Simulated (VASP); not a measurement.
Write the native input for VASP 6.6.1 that does the following.

```
Task                               : single point
Functional                         : PBE0
Potentials or basis                : VASP PAW PBE potentials, release 64 (As, B)
Cutoff                             : 520 eV
k mesh                             : 6 × 6 × 6
Occupations                        : fermi-dirac, width 0.05 eV
Spin                               : no spin polarisation
Dipole correction                  : no
Grid for exact exchange (PRECFOCK) : Normal
Further INCAR settings             : ALGO = Normal; EDIFF = 1e-07; NBANDS = 11
Share of exact exchange            : 0.25
```

BAs:

```
As B
1.0
     0.00000    2.38850    2.38850
     2.38850    0.00000    2.38850
     2.38850    2.38850    0.00000
As B
1 1
Direct
  0.75000 0.75000 0.75000
  0.00000 0.00000 0.00000
```

These files were run (other wordings do the same):

POSCAR

```
BAs
1.0
    0.0000000000      2.3885000000      2.3885000000
    2.3885000000      0.0000000000      2.3885000000
    2.3885000000      2.3885000000      0.0000000000
As B
1 1
Direct
    0.7500000000      0.7500000000      0.7500000000
    0.0000000000      0.0000000000      0.0000000000
```

INCAR.step1

```
SYSTEM = BAs
  ALGO = Normal
  EDIFF = 1E-5
  ENCUT = 520
  GGA = PE
  ISIF = 2
  ISMEAR = -1
  LASPH = .TRUE.
  LCHARG = .FALSE.
  LREAL = .FALSE.
  LWAVE = .TRUE.
  NBANDS = 11
  NELM = 80
  PREC = Accurate
  SIGMA = 0.05
```

INCAR.step2

```
SYSTEM = BAs
  AEXX = 0.25
  ALGO = Normal
  EDIFF = 1E-7
  ENCUT = 520
  GGA = PE
  ISIF = 2
  ISMEAR = -1
  ISTART = 1
  LASPH = .TRUE.
  LCHARG = .FALSE.
  LHFCALC = .TRUE.
  LREAL = .FALSE.
  LWAVE = .FALSE.
  NBANDS = 11
  NELM = 80
  PREC = Accurate
  PRECFOCK = Normal
  SIGMA = 0.05
```

KPOINTS

```
k-points
0
G
  6 6 6
  0 0 0
```

Potentials or basis: VASP PAW PBE potentials, release 64 (As, B).

Run with:

```console
$ cat potpaw_PBE.64/As/POTCAR potpaw_PBE.64/B/POTCAR > POTCAR
$ cp INCAR.step1 INCAR
$ mpirun -np 1 vasp_std > vasp.out
$ cp INCAR.step2 INCAR
$ mpirun -np 1 vasp_std > vasp.out
```

It gave:

```
Pressure               : -0.7 GPa
Band gap on the k mesh : 2.65 eV (least direct gap 4.82 eV)
```

Caveat: the PAW data sets were made with another functional, which shifts forces and pressure a little.

Run time: 16 min on 1 thread of Intel Xeon 8259CL (shared host), peak memory 0.17 GiB.
